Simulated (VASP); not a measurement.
# Sn2GeAs4 (C2/m) in VASP: single point with PBEsol

Aim: the single point of Sn2GeAs4 with PBEsol.

All numbers are computed with VASP 6.6.1; they aren't measurements. Logs are shortened: lines on timing, memory, paths and dates and some standing lists are left out, and cuts for length are marked.

## 1. The cell of the first run

The structure is monoclinic, space group C2/m (No. 12). Conventional cell: a = 13.972 Å, b = 3.861 Å, c = 6.618 Å, α = 90.00°, β = 113.65°, γ = 90.00°. Within 3.5 Å of Sn (site symmetry m) lie 5 As at 2.68 to 2.88 Å. Within 3.5 Å of Ge (site symmetry 2/m) lie 6 As at 2.66 to 2.70 Å. As (site symmetry m) has 1 As at 2.37 Å and 1 Ge at 2.70 Å and 2 Sn at 2.77 Å within 3.1 Å. Within 3.7 Å of As (site symmetry m) lie 2 Ge at 2.66 Å and 3 Sn at 2.68 to 2.88 Å and 3 As at 3.60 to 3.65 Å.

## 2. Single point, PBEsol

Contents of INCAR:

```
PREC = Accurate
ENCUT = 520
EDIFF = 1E-6
ISMEAR = -1
SIGMA = 0.03
LREAL = False
LASPH = True
NELM = 100
ALGO = Normal
ISIF = 2
LWAVE = False
LCHARG = False
GGA = PS
NBANDS = 40
```

Contents of KPOINTS:

```
regular mesh
0
Gamma
  6 6 4
```

Contents of POSCAR:

```
Sn2GeAs4
1.0
    6.9833532605     -1.9304847156      0.1910079429
    6.9833532605      1.9304847156      0.1910079429
   -2.8197264286      0.0000000000      5.9869876561
Sn Ge As
2 1 4
Direct
    0.3023685525      0.3023685525      0.2767279129
    0.6976314475      0.6976314475      0.7232720871
    0.0000000000      0.0000000000      0.0000000000
    0.0707456190      0.0707456190      0.4441388580
    0.9292543810      0.9292543810      0.5558611420
    0.3603031434      0.3603031434     -0.0630161001
    0.6396968566      0.6396968566      1.0630161001
```

Potentials or basis: VASP PAW PBE potentials, release 64 (Sn_d, Ge_d, As).

Started as:

```console
$ cat potpaw_PBE.64/Sn_d/POTCAR potpaw_PBE.64/Ge_d/POTCAR potpaw_PBE.64/As/POTCAR > POTCAR
$ mpirun -np 1 vasp_std > vasp.out
```

OUTCAR:

```text
PREC = Accurate
   ENCUT = 520
   EDIFF = 1E-6
   ISMEAR = -1
   LREAL = False
   LASPH = True
   NELM = 100
   ISIF = 2
   GGA = PS

 ion  position               nearest neighbor table
   1  0.302  0.302  0.277-   6 2.68   5 2.77   5 2.77   7 2.88   7 2.88
   2  0.698  0.698  0.723-   7 2.68   4 2.77   4 2.77   6 2.88   6 2.88
   3  0.000  0.000  0.000-   7 2.66   7 2.66   6 2.66   6 2.66   4 2.70   5 2.70
   4  0.071  0.071  0.444-   5 2.37   3 2.70   2 2.77   2 2.77
   5  0.929  0.929  0.556-   4 2.37   3 2.70   1 2.77   1 2.77
   6  0.360  0.360  0.937-   3 2.66   3 2.66   1 2.68   2 2.88   2 2.88
   7  0.640  0.640  0.063-   3 2.66   3 2.66   2 2.68   1 2.88   1 2.88

  LATTYP: Found a base centered monoclinic cell.
 ALAT       =    13.9719299734
 B/A-ratio  =     0.2763375882
 C/A-ratio  =     0.4736475135
 COS(beta)  =    -0.4011892334

  Lattice vectors:

 A1 = (   6.9833532605,  -1.9304847156,   0.1910079429)
 A2 = (   6.9833532605,   1.9304847156,   0.1910079429)
 A3 = (  -2.8197264286,   0.0000000000,   5.9869876561)

Analysis of symmetry for initial positions (statically):
=====================================================================
 Subroutine PRICEL returns:
 Original cell was already a primitive cell.

 Routine SETGRP: Setting up the symmetry group for a
 base centered monoclinic supercell.

 Subroutine GETGRP returns: Found  4 space group operations
 (whereof  4 operations were pure point group operations)
 out of a pool of  4 trial point group operations.

The static configuration has the point symmetry C_2h.

Analysis of symmetry for dynamics (positions and initial velocities):
=====================================================================
 Subroutine PRICEL returns:
 Original cell was already a primitive cell.

 Routine SETGRP: Setting up the symmetry group for a
 base centered monoclinic supercell.

 Subroutine GETGRP returns: Found  4 space group operations
 (whereof  4 operations were pure point group operations)
 out of a pool of  4 trial point group operations.

The dynamic configuration has the point symmetry C_2h.

 Subroutine INISYM returns: Found  4 space group operations
 (whereof  4 operations are pure point group operations),
 and found     1 'primitive' translations

----------------------------------------------------------------------------------------

                                     Primitive cell

  volume of cell :     163.5037

  direct lattice vectors                    reciprocal lattice vectors
[... 96 lines left out ...]
   NELM   =    100;   NELMIN=  2; NELMDL= -5     # of ELM steps
   EDIFF  = 0.1E-05   stopping-criterion for ELM
   LREAL  =      F    real-space projection
[... 7 lines left out ...]
   TEBEG  =    0.0;   TEEND  =   0.0 temperature during run
   PSTRESS=    0.0 pullay stress
   NELECT =      62.0000    total number of electrons
   NUPDOWN=      -1.0000    fix difference up-down
   EMIN   =  10.00;   EMAX   =-10.00  energy-range for DOS
   EFERMI =   0.00;   METHOD = LEGACY
   ISMEAR =    -1;   SIGMA  =   0.03  broadening in eV -4-tet -1-fermi 0-gaus
   EFERMI_NEDOS =   21; number of points for ismear=-14 and -15
   IALGO  =     38    algorithm
   IMIX   =      4    mixing-type and parameters
     AMIX     =   0.40;   BMIX     =  1.00
     AMIX_MAG =   1.60;   BMIX_MAG =  1.00
  volume/ion in A,a.u.               =      23.36       157.63
  Fermi-wavevector in a.u.,A,eV,Ry     =   1.184940  2.239211 19.103691  1.404082
  Thomas-Fermi vector in A             =   2.321143
   LORBIT       =      0    0 simple, 1 ext, 2 COOP (PROOUT), +10 PAW based schemes
   GGA     = PS    functional components
   LHFCALC =     F    Hartree Fock is set to
   AEXX    =    0.0000 exact exchange contribution
   IVDW    =     0    specifies the selected vdW correction
   LEPSILON=     F    determine dielectric tensor
   LRPA    =     F    only Hartree local field effects (RPA)
 non-spin polarized calculation
  energy-cutoff  :      520.00
  volume of cell :      163.50
 maximum number of plane-waves:      4436
 NGX is ok and might be reduce to    54
   NGX = 27   NGY = 27   NGZ = 25

 number of electron      62.0000002 magnetization

 Free energy of the ion-electron system (eV)
  ---------------------------------------------------
  ext. energy  EPLUGINS =         0.00000000
  ---------------------------------------------------
  free energy    TOTEN  =       -33.50728313 eV

  energy without entropy =      -33.49904291  energy(sigma->0) =      -33.50316302

 E-fermi :   5.8236     XC(G=0): -10.1948

 val. band max:        5.8167603395   @ k =  -0.1667   0.1667   0.2500
 cond. band min:       5.8240249170   @ k =   0.3333   0.1667   0.2500
 fundamental gap:      0.0072645775
 Fermi energy:         5.8235839071

 k-point     1 :       0.0000    0.0000    0.0000
  band No.  band energies     occupation
      1     -18.8868      2.00000
      2     -18.8625      2.00000
      3     -18.8540      2.00000
      4     -18.8454      2.00000
      5     -18.8323      2.00000
      6     -15.6382      2.00000
[... 1021 lines left out ...]
     39       9.5655      0.00000
     40      10.2160      0.00000

 [... further k-points ...]

------------------------ aborting loop because EDIFF is reached ----------------------------------------

  FORCE on cell =-STRESS in cart. coord.  units (eV):
  Direction    XX          YY          ZZ          XY          YZ          ZX
  --------------------------------------------------------------------------------------
  -------------------------------------------------------------------------------------
  Total        0.2484872      0.0935733      0.1080677      0.0000000      0.0000000     -0.0171937
  in kB        2.4349331      0.9169271      1.0589579      0.0000000      0.0000000     -0.1684819
  external PRESSURE =       1.4702727 kB  Pullay stress =       0.0000000 kB

 VOLUME and BASIS-vectors are now :
 -----------------------------------------------------------------------------
  energy-cutoff  :      520.00
  volume of cell :      163.50
      direct lattice vectors                 reciprocal lattice vectors
     6.983353261 -1.930484716  0.191007943     0.070688230 -0.259002310  0.033292447
     6.983353261  1.930484716  0.191007943     0.070688230  0.259002310  0.033292447
    -2.819726429  0.000000000  5.986987656    -0.004510453  0.000000000  0.164904592

 POSITION                                       TOTAL-FORCE (eV/Angst)
 -----------------------------------------------------------------------------------
      3.44280      0.00000      1.77228        -0.006221     -0.000000      0.002577
      7.70418      0.00000      4.59673         0.006221     -0.000000     -0.002577
      0.00000      0.00000      0.00000        -0.000000      0.000000     -0.000000
     -0.26427      0.00000      2.68608         0.059959     -0.000000     -0.021533
     11.41125      0.00000      3.68292        -0.059959     -0.000000      0.021533
      2.39021      0.00000      5.74735         0.003236     -0.000000     -0.004954
      8.75677      0.00000      0.62165        -0.003236     -0.000000      0.004954
 -----------------------------------------------------------------------------------
    total drift:                               -0.000000      0.000000      0.000000

  FREE ENERGIE OF THE ION-ELECTRON SYSTEM (eV)
  ---------------------------------------------------
  free  energy   TOTEN  =       -33.5072831299 eV

  energy  without entropy=      -33.4990429083  energy(sigma->0) =      -33.50316302
```

It took 10 min on 1 thread of Intel Xeon 8259CL, shared host; peak memory 0.56 GiB.

What came out:

```
Free energy            : -33.5073 eV
Pressure               : 0.1 GPa
Largest force          : 0.064 eV/Å
Band gap on the k mesh : zero (bands 31 and 32 overlap by 1.18 eV)
```

Forces on the atoms (eV/Å):
```
Sn  -0.006  0.000  0.003
Sn   0.006  0.000 -0.003
Ge   0.000  0.000  0.000
As   0.060  0.000 -0.022
As  -0.060  0.000  0.022
As   0.003  0.000 -0.005
As  -0.003  0.000  0.005
```

Levels at points of the mesh, in eV from the Fermi level:
```
           k point  band 27  band 28  band 29  band 30  band 31  band 32  band 33  band 34  band 35  band 36
(0.00, 0.00, 0.00)    -1.75    -1.69    -1.22    -0.74    -0.33     0.75     1.79     1.83     3.18     3.30
(0.50, 0.00, 0.00)    -3.62    -2.45    -2.45    -1.33    -1.32     0.07     1.53     1.61     2.36     3.67
(0.50, 0.50, 0.00)    -0.72    -0.51    -0.29     0.14     0.40     0.53     1.47     1.66     1.67     1.96
(0.00, 0.00, 0.50)    -1.93    -1.70    -1.16    -0.82     0.18     0.88     0.96     1.87     2.35     2.57
(0.50, 0.00, 0.50)    -2.97    -2.41    -1.52    -1.52    -0.80    -0.48     0.33     1.52     1.53     2.02
(0.50, 0.50, 0.50)    -2.17    -1.78    -0.37    -0.26    -0.23    -0.12    -0.02     1.28     2.20     3.14
```

Caveat: the PAW data sets were made with another functional, which shifts forces and pressure a little; spin-orbit coupling is left out, which moves the levels of the heavy elements.
